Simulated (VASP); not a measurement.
## BiN: single point with PBE

The system is BiN.

```
Bi N
1.0
     3.61928    0.00000    0.00000
    -1.80964    3.13439    0.00000
     0.00000    0.00000    3.33847
Bi N
1 1
Direct
  0.00000 0.00000 0.00000
  0.66667 0.33333 0.50000
```

This cell differs from its parent crystal: volume scaled by 1.100.

```
Program             : VASP 6.6.1
Task                : single point
Functional          : PBE
Potentials or basis : VASP PAW PBE potentials, release 64 (Bi_d, N)
Cutoff              : 520 eV
k mesh              : 12 × 12 × 10
Occupations         : gaussian, width 0.05 eV
Spin                : no spin polarisation
```

```json
{
 "Pressure": "-8.5 GPa",
 "Band gap on the k mesh": "zero (band 10 reaches 7.75 eV, above the bottom of band 11 at 5.76 eV)"
}
```

Levels at points of the mesh, in eV from the Fermi level:
```csv
k point,band 6,band 7,band 8,band 9,band 10,band 11,band 12,band 13,band 14,band 15
"(0.00, 0.00, 0.00)",-15.27,-8.06,-2.00,-1.37,-1.37,4.07,4.07,6.78,7.30,7.96
"(0.50, 0.00, 0.00)",-13.29,-10.68,-2.75,-2.50,-0.79,1.64,5.06,5.23,6.99,12.50
"(0.00, 0.00, 0.50)",-13.10,-11.48,-0.69,-0.69,-0.37,0.46,4.71,4.71,10.28,11.49
"(0.50, 0.00, 0.50)",-12.25,-9.34,-4.75,-4.66,-0.98,2.41,2.45,2.85,8.26,11.14
```

Wall time 29 s on 1 thread of Intel(R) Xeon(R) 6975P-C (Granite Rapids), with other jobs on the host, peak memory 0.21 GiB.

Caveat: spin-orbit coupling is left out, which moves the levels of the heavy elements.
